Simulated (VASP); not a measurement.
Write the native input for VASP 6.6.1 that does the following.

* Task: single point
* Functional: PBE
* Potentials or basis: VASP PAW PBE potentials, release 64 (La, Mn_pv)
* Cutoff: 520 eV
* k mesh: 8 × 8 × 8
* Occupations: gaussian, width 0.05 eV
* Spin: collinear spin, ferromagnetic start
* Starting moments: [0.0, 3.56, 3.56, 3.56] μB
* Dipole correction: no
* Further INCAR settings: ALGO = Fast; EDIFF = 1e-06; NBANDS = 37

The structure of LaMn3 lies in POSCAR:

```
LaMn3
1.0
    4.1367897977      0.0000000000      0.0000000000
    0.0000000000      4.1367897977      0.0000000000
    0.0000000000      0.0000000000      4.1367897977
La Mn
1 3
Direct
    0.0000000000      0.0000000000      0.0000000000
    0.0000000000      0.5000000000      0.5000000000
    0.5000000000      0.5000000000      0.0000000000
    0.5000000000      0.0000000000      0.5000000000
```

The input as run:

INCAR

```
SYSTEM = LaMn3
ALGO     = Fast           ! electronic algorithm
EDIFF    = 1E-6           ! SCF threshold, eV
ENCUT    = 520            ! plane-wave cutoff, eV
GGA      = PE             ! functional
ISIF     = 2              ! what is computed and relaxed
ISMEAR   = 0              ! smearing method
ISPIN    = 2              ! spin polarisation
LASPH    = .TRUE.         ! aspherical terms in the spheres
LCHARG   = .FALSE.        ! write CHGCAR
LMAXMIX  = 6              ! l up to which the mixer works
LORBIT   = 11             ! projections on sites
LREAL    = .FALSE.        ! projectors in reciprocal space
LWAVE    = .FALSE.        ! write WAVECAR
MAGMOM   = 0 3.56 3.56 3.56 ! initial moments
NBANDS   = 37             ! bands
NELM     = 150            ! most SCF steps
PREC     = Accurate       ! precision mode
SIGMA    = 0.05           ! smearing width, eV
```

KPOINTS

```
k-points
0
G
  8 8 8
  0 0 0
```

Potentials or basis: VASP PAW PBE potentials, release 64 (La, Mn_pv).

Command:

```bash
$ cat potpaw_PBE.64/La/POTCAR potpaw_PBE.64/Mn_pv/POTCAR > POTCAR
$ mpirun -np 1 vasp_std > vasp.out
```

It gave:

```json
{
 "Pressure": "1.4 GPa",
 "Net moment": "9.37 μB per cell",
 "Site moments": "La -0.22; Mn +3.15 μB",
 "Valence electrons inside the program's atomic spheres": "La 8.97; Mn 11.57"
}
```

Wall time 4.7 min on 1 thread of Intel(R) Xeon(R) 6975P-C (Granite Rapids), on a shared host, peak memory 0.31 GiB.
